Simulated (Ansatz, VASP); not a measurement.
InP in VASP and in Ansatz

File INCAR:

```
ALGO = Normal
EDIFF = 1E-7
ENCUT = 520
GGA = PE
ISIF = 2
ISMEAR = 0
LASPH = True
LCHARG = False
LREAL = False
LWAVE = False
NBANDS = 16
NELM = 80
PREC = Accurate
SIGMA = 0.05
```

KPOINTS

```
k-points
0
Gamma
  14 14 14
```

POSCAR

```
InP
1.0
    0.0000000000      2.8064687056      2.8064687056
    2.8064687056      0.0000000000      2.8064687056
    2.8064687056      2.8064687056      0.0000000000
In P
1 1
Direct
    0.0000000000      0.0000000000      0.0000000000
    0.5000000000      0.5000000000      0.5000000000
```

Input for Ansatz:

```yaml
crystal:
  lattice:
    - [0.0, 2.8064687056, 2.8064687056]
    - [2.8064687056, 0.0, 2.8064687056]
    - [2.8064687056, 2.8064687056, 0.0]
  atoms:
    - { symbol: In, position: [0.0, 0.0, 0.0] }
    - { symbol: P, position: [0.5, 0.5, 0.5] }
basis:
  ecutwfc: 420
  ecutrho_ratio: 4
kpoints:
  mp_grid: { grid: [14, 14, 14] }
hamiltonian:
  xc: pbe
scf:
  occupations: { method: gaussian, width: 0.05 }
output:
  forces: true
  stress: true
  eigenvalues: true
```

Alike in both runs: task single point; functional PBE; k mesh 14 × 14 × 14; occupations gaussian, width 0.05 eV; no spin polarisation.

|  | VASP | Ansatz |
| --- | --- | --- |
| version | VASP 6.6.1 | Ansatz 0.2.0 |
| potentials or method | VASP PAW PBE potentials, release 64 (In_d, P), cutoff 520 eV | scalar-relativistic, plane waves, PAW |
| valence electrons in the cell | 18 | 18 |

|  | VASP | Ansatz | Ansatz less VASP |
| --- | --- | --- | --- |
| gap on the k mesh at the Fermi level (eV) | none | none | - |
| pressure (GPa) | -2.6 | -2.6 | +0.03 |

A gap of «none» marks a metal or a gap that the smearing closes.
